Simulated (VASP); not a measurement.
# GaN (P6_3mc) in VASP: further runs, part 2 of 2

VASP 6.6.1. The steps go on from the part before.

## Step 3: Relaxation of cell and atoms, PBE

This run uses another cell than the first one, of 11.52 Å³/atom.

Contents of INCAR:

```
SYSTEM = GaN
  PREC = Accurate
  ENCUT = 600
  EDIFF = 1E-6
  ISMEAR = 0
  SIGMA = 0.02
  LREAL = .FALSE.
  LASPH = .TRUE.
  NELM = 80
  ALGO = Normal
  ISIF = 3
  LWAVE = .FALSE.
  LCHARG = .FALSE.
  GGA = PE
  IBRION = 2
  NSW = 100
  EDIFFG = -0.005
```

Contents of KPOINTS:

```
regular mesh
0
G
  12 12 6
  0 0 0
```

Contents of POSCAR:

```
GaN
1.0
    3.2138309503      0.0000000000      0.0000000000
   -1.6069154751      2.7832592464      0.0000000000
    0.0000000000      0.0000000000      5.1519525119
Ga N
2 2
Direct
    0.3333333333      0.6666666667     -0.0007713538
    0.6666666667      0.3333333333      0.4992286462
    0.3333333333      0.6666666667      0.3807713538
    0.6666666667      0.3333333333      0.8807713538
```

Potentials or basis: VASP PAW PBE potentials, release 64 (Ga_d, N).

Launch:

```console
> cat potpaw_PBE.64/Ga_d/POTCAR potpaw_PBE.64/N/POTCAR > POTCAR
> mpirun -np 1 vasp_std > vasp.out
```

OUTCAR:

```text
SYSTEM = GaN
   PREC = Accurate
   ENCUT = 600
   EDIFF = 1E-6
   ISMEAR = 0
   LREAL = .FALSE.
   LASPH = .TRUE.
   NELM = 80
   ISIF = 3
   GGA = PE
   IBRION = 2
   NSW = 100
   EDIFFG = -0.005

 ion  position               nearest neighbor table
   1  0.333  0.667  0.999-   4 1.95   4 1.95   4 1.95   3 1.97
   2  0.667  0.333  0.499-   3 1.95   3 1.95   3 1.95   4 1.97
   3  0.333  0.667  0.381-   2 1.95   2 1.95   2 1.95   1 1.97
   4  0.667  0.333  0.881-   1 1.95   1 1.95   1 1.95   2 1.97

  LATTYP: Found a hexagonal cell.
 ALAT       =     3.2138309503
 C/A-ratio  =     1.6030564742

  Lattice vectors:

 A1 = (   3.2138309503,   0.0000000000,   0.0000000000)
 A2 = (  -1.6069154751,   2.7832592464,   0.0000000000)
 A3 = (   0.0000000000,   0.0000000000,   5.1519525119)

Analysis of symmetry for initial positions (statically):
=====================================================================
 Subroutine PRICEL returns:
 Original cell was already a primitive cell.

 Routine SETGRP: Setting up the symmetry group for a
 hexagonal supercell.

 Subroutine GETGRP returns: Found 12 space group operations
 (whereof  6 operations were pure point group operations)
 out of a pool of 24 trial point group operations.

The static configuration has the point symmetry C_3v.
 The point group associated with its full space group is C_6v.

Analysis of symmetry for dynamics (positions and initial velocities):
=====================================================================
 Subroutine PRICEL returns:
 Original cell was already a primitive cell.

 Routine SETGRP: Setting up the symmetry group for a
 hexagonal supercell.

 Subroutine GETGRP returns: Found 12 space group operations
 (whereof  6 operations were pure point group operations)
 out of a pool of 24 trial point group operations.

[... 130 lines left out ...]
   GGA     = PE    functional components
   LHFCALC =     F    Hartree Fock is set to
   AEXX    =    0.0000 exact exchange contribution
   IVDW    =     0    specifies the selected vdW correction
   LEPSILON=     F    determine dielectric tensor
   LRPA    =     F    only Hartree local field effects (RPA)
 conjugate gradient relaxation of ions
 non-spin polarized calculation
 Gauss-broadening in eV      SIGMA  =   0.02
  energy-cutoff  :      600.00
  volume of cell :       46.08
 maximum number of plane-waves:      1562
 NGX is ok and might be reduce to    28
   NGX = 13   NGY = 13   NGZ = 21

--------------------------------------- Ionic step        1  -------------------------------------------

 number of electron      35.9999998 magnetization

 Free energy of the ion-electron system (eV)
  ---------------------------------------------------
  ext. energy  EPLUGINS =         0.00000000
  ---------------------------------------------------
  free energy    TOTEN  =       -24.31073997 eV

  energy without entropy =      -24.31073997  energy(sigma->0) =      -24.31073997

------------------------ aborting loop because EDIFF is reached ----------------------------------------

  FORCE on cell =-STRESS in cart. coord.  units (eV):
  Direction    XX          YY          ZZ          XY          YZ          ZX
  --------------------------------------------------------------------------------------
  -------------------------------------------------------------------------------------
  Total        0.7020882      0.7020882      1.6701942      0.0000000      0.0000000      0.0000000
  in kB       24.4092086     24.4092086     58.0669492      0.0000000      0.0000000      0.0000000
  external PRESSURE =      35.6284555 kB  Pullay stress =       0.0000000 kB
[... 291 lines left out ...]
--------------------------------------- Ionic step        9  -------------------------------------------

 number of electron      36.0000004 magnetization

 Free energy of the ion-electron system (eV)
  ---------------------------------------------------
  ext. energy  EPLUGINS =         0.00000000
  ---------------------------------------------------
  free energy    TOTEN  =       -24.32952862 eV

  energy without entropy =      -24.32952862  energy(sigma->0) =      -24.32952862

 E-fermi :   5.1212     XC(G=0): -11.5157

 val. band max:        5.0100737734   @ k =   0.0000   0.0000   0.0000
 cond. band min:       6.7260430884   @ k =   0.0000   0.0000   0.0000
 fundamental gap:      1.7159693151
 Fermi energy:         5.1211668182

 k-point     1 :       0.0000    0.0000    0.0000
  band No.  band energies     occupation
      1     -10.7270      2.00000
      2      -9.9033      2.00000
      3      -8.4113      2.00000
      4      -8.3969      2.00000
      5      -8.3969      2.00000
      6      -8.3411      2.00000
[... 589 lines left out ...]
     21      11.8974      0.00000
     22      13.0785      0.00000

 [... further k-points ...]

------------------------ aborting loop because EDIFF is reached ----------------------------------------

  FORCE on cell =-STRESS in cart. coord.  units (eV):
  Direction    XX          YY          ZZ          XY          YZ          ZX
  --------------------------------------------------------------------------------------
  -------------------------------------------------------------------------------------
  Total       -0.0130517     -0.0130517     -0.0016938     -0.0000000     -0.0000000      0.0000000
  in kB       -0.4446540     -0.4446540     -0.0577064     -0.0000000     -0.0000000      0.0000000
  external PRESSURE =      -0.3156714 kB  Pullay stress =       0.0000000 kB
[... 19 lines left out ...]
  FREE ENERGIE OF THE ION-ELECTRON SYSTEM (eV)
  ---------------------------------------------------
  free  energy   TOTEN  =       -24.3295286169 eV

  energy  without entropy=      -24.3295286169  energy(sigma->0) =      -24.32952862

 reached required accuracy - stopping structural energy minimisation
```

Run time: 3.6 min. Hardware: 1 thread of AMD EPYC 9R45 (Zen 5), shared host; peak memory 0.21 GiB.

Results:

| Quantity | Value |
| --- | --- |
| Free energy | -24.3295 eV |
| Relaxed volume | 11.76 Å³/atom |
| Relaxed cell | a = 3.218 Å, b = 3.218 Å, c = 5.243 Å, α = 90.00°, β = 90.00°, γ = 120.00° |
| Space group after relaxing (to 0.1 Å) | P6_3mc (No. 186) |
| Energy gained by relaxing | 4.7 meV/atom |
| Ionic steps | 9 |
| Pressure after relaxing | 0.0 GPa |
| Band gap on the k mesh | 1.72 eV |

The path:
| step | energy change (eV) | largest force (eV/Å) | pressure (GPa) | volume (Å³) |
| --- | --- | --- | --- | --- |
| 1 | 0.0000 | 0.1214 | 3.56 | 46.08 |
| 2 | -0.0104 | 0.0947 | -2.70 | 47.81 |
| 3 | -0.0153 | 0.1077 | -0.42 | 47.18 |
| 4 | -0.0152 | 0.1064 | -0.68 | 47.21 |
| 5 | -0.0183 | 0.0462 | -0.27 | 47.12 |
| 6 | -0.0187 | 0.0210 | -0.17 | 47.08 |
| 7 | -0.0187 | 0.0172 | -0.14 | 47.08 |
| 8 | -0.0188 | 0.0116 | 0.14 | 47.00 |
| 9 | -0.0188 | 0.0009 | -0.03 | 47.03 |

Final structure:
```
Ga N
1.0
     3.21820    0.00000    0.00000
    -1.60910    2.78704    0.00000
     0.00000    0.00000    5.24325
Ga N
2 2
Cartesian
  0.0000 1.8580 0.0087
  1.6091 0.9290 2.6303
  0.0000 1.8580 1.9838
  1.6091 0.9290 4.6054
```

PBE usually gives volumes a little too large and moduli too small. Zero-point motion and thermal expansion aren't in these numbers.

## Step 4: Against experiment

Step 2. A measured gap of GaN is 3.503 eV (direct; quoted in “Studying electronic properties in GaN without electrical contacts using γ-γ vs e−-γ Perturbed Angular Correlations”, 2019, pmc:6823545); the calculated 1.72 eV misses it by -1.79 eV. So large a miss can be the level of theory's own, or it may mean another phase, state or a wrong row. Spin-orbit coupling on Ga is left out. The value is that of PBE, without temperature or zero-point motion. Semilocal functionals fall short of measured gaps as a rule.
